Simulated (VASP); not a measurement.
Input of a VASP 6.6.1 run:

File POSCAR:

```
TaCu2O3
1.0
    2.6837451900      4.6483819000      0.0000000000
   -2.6837451900      4.6483819000      0.0000000000
    0.0000000000      0.0000000000      3.6092614300
Cu Ta O
2 1 3
Direct
    0.3333000000      0.3334000000      0.5000000000
    0.6666000000      0.6667000000      0.5000000000
    0.0000000000      0.0000000000      0.0000000000
    0.5000000000      0.5000000000      0.0000000000
    0.5000000000      0.0000000000      0.0000000000
    0.0000000000      0.5000000000      0.0000000000
```

INCAR.step1

```
SYSTEM = TaCu2O3
  PREC = Accurate
  ENCUT = 520
  ISMEAR = -1
  SIGMA = 0.1
  LREAL = .FALSE.
  LASPH = .TRUE.
  NELM = 80
  ISYM = 0
  NBANDS = 34
  GGA = PE
  ALGO = Normal
  EDIFF = 1E-4
  LWAVE = .TRUE.
  LCHARG = .FALSE.
```

File INCAR.step2:

```
SYSTEM = TaCu2O3
  PREC = Accurate
  ENCUT = 520
  EDIFF = 1E-7
  ISMEAR = -1
  SIGMA = 0.1
  LREAL = .FALSE.
  LASPH = .TRUE.
  NELM = 80
  ALGO = Normal
  ISIF = 2
  LWAVE = .FALSE.
  LCHARG = .FALSE.
  METAGGA = R2SCAN
  LMIXTAU = .TRUE.
  ISYM = 0
  NBANDS = 34
  ISTART = 1
```

Contents of KPOINTS:

```
regular mesh
0
G
  4 4 5
  0 0 0
```

Potentials or basis: VASP PAW PBE potentials, release 64 (Cu, Ta_pv, O).

Command:

```bash
$ cat potpaw_PBE.64/Cu/POTCAR potpaw_PBE.64/Ta_pv/POTCAR potpaw_PBE.64/O/POTCAR > POTCAR
$ cp INCAR.step1 INCAR
$ mpirun -np 1 vasp_std > vasp.out
$ cp INCAR.step2 INCAR
$ mpirun -np 1 vasp_std > vasp.out
```

(1) Predict the pressure.

## Answers

(1) -35.8 GPa.

Caveat: the PAW data sets were made with another functional, which shifts forces and pressure a little; an odd number of electrons without spin polarisation forces a metal; a magnetic or distorted state may lie lower.
